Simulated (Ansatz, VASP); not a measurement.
**One calculation of H6C2S, two programs**

```
C S H
1.0
    15.41962    0.00000    0.00000
     0.00000   14.50000    0.00000
     0.00000    0.00000   15.00000
C S H
2 1 6
Direct
  0.58434 0.54226 0.51409
  0.41306 0.49663 0.48486
  0.50123 0.55633 0.42998
  0.59857 0.46904 0.52566
  0.64298 0.57613 0.48888
  0.56527 0.57517 0.57703
  0.42940 0.42396 0.49680
  0.35696 0.49992 0.44008
  0.39611 0.53010 0.54817
```

Alike in both runs: functional PBE; dispersion D3(BJ); k mesh 1 × 1 × 1; occupations gaussian, width 0.005 eV; no spin polarisation.

Ansatz relaxed the structure, and its values are those at the end. VASP's run is a single point on that final structure, the one shown.

|  | VASP | Ansatz |
| --- | --- | --- |
| version | VASP 6.6.1 | Ansatz 0.2.0 |
| potentials or method | VASP PAW PBE potentials, release 64 (C, S, H), cutoff 520 eV | scalar-relativistic, plane waves, PAW |
| valence electrons in the cell | 20 | 20 |

Ansatz gave:

```
gap on the k mesh at the Fermi level (eV) : 4.45
rms of the force components (eV/Å)        : 0.001
```

**Question.** Which values does VASP return?

**Answer.** gap on the k mesh at the Fermi level (eV): 4.47; rms of the force components (eV/Å): 0.032.
